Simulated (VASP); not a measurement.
A run of VASP 6.6.1 is set up as follows.

File INCAR:

```
SYSTEM = Ni5Pt7Au8
  PREC = Accurate
  ENCUT = 400
  EDIFF = 1E-6
  ISMEAR = -1
  SIGMA = 0.05
  LREAL = Auto
  LASPH = .True.
  NELM = 120
  ALGO = Normal
  ISIF = 2
  LWAVE = .False.
  LCHARG = .False.
  GGA = PE
  ISYM = -1
  NBANDS = 120
  GGA_COMPAT = .False.
```

File KPOINTS:

```
explicit points
1
Reciprocal
  0.25000000   0.25000000   0.25000000 1
```

POSCAR

```
Ni5Pt7Au8
1.0
    6.7224710000      0.0307370000     -0.2565140000
    0.0307370000      6.8221740000      0.0288080000
   -0.2565140000      0.0288080000      6.8536550000
Au Pt Ni
8 7 5
Direct
    0.1980471294      0.5833106825      0.4494464409
    0.8121689393      0.5660422574      0.2566159455
    0.2342510645      0.1327981619      0.1160669786
    0.4986990899      0.8504933743      0.2568974197
    0.8401119329      0.8059575013      0.9349892063
    0.9669482804      0.2512221297      0.4593456432
    0.8358613312      0.8864004298      0.5063928240
    0.3620974590      0.7315784372      0.8568389795
    0.7181334089      0.4074189523      0.9151190639
    0.2743493717      0.3515316783      0.7605889894
    0.4382629099      0.4653157537      0.1753358983
    0.5951714802      0.5605534859      0.5704941950
    0.2622394887      0.9876686728      0.5593586694
    0.5590033333      0.0725959064      0.8582341595
    0.5706433188      0.2083350116      0.4532920442
    0.9692432496      0.1351967482      0.8279516134
    0.0718715735      0.4687141574      0.0346898622
    0.9660168301      0.5516482632      0.7094939792
    0.7983769625      0.1193624663      0.1501587509
    0.1142440115      0.8172209126      0.1874555530
```

Potentials or basis: VASP PAW PBE potentials, release 64 (Au, Pt, Ni).

Launch:

```bash
$ cat potpaw_PBE.64/Au/POTCAR potpaw_PBE.64/Pt/POTCAR potpaw_PBE.64/Ni/POTCAR > POTCAR
$ mpirun -np 1 vasp_std > vasp.out
```

Predict the pressure.

6.6 GPa.

What does it give for the largest force?

1.567 eV/Å.

Stress tensor (GPa, compression positive):
```
 6.15  2.01  2.95
 2.01 10.35 -0.35
 2.95 -0.35  3.30
```

Caveat: the atoms stand as in a frame of molecular dynamics; spin-orbit coupling is left out, which moves the levels of the heavy elements. Spin polarisation is off, so any magnetic state and its effect on volume and gap are missing.
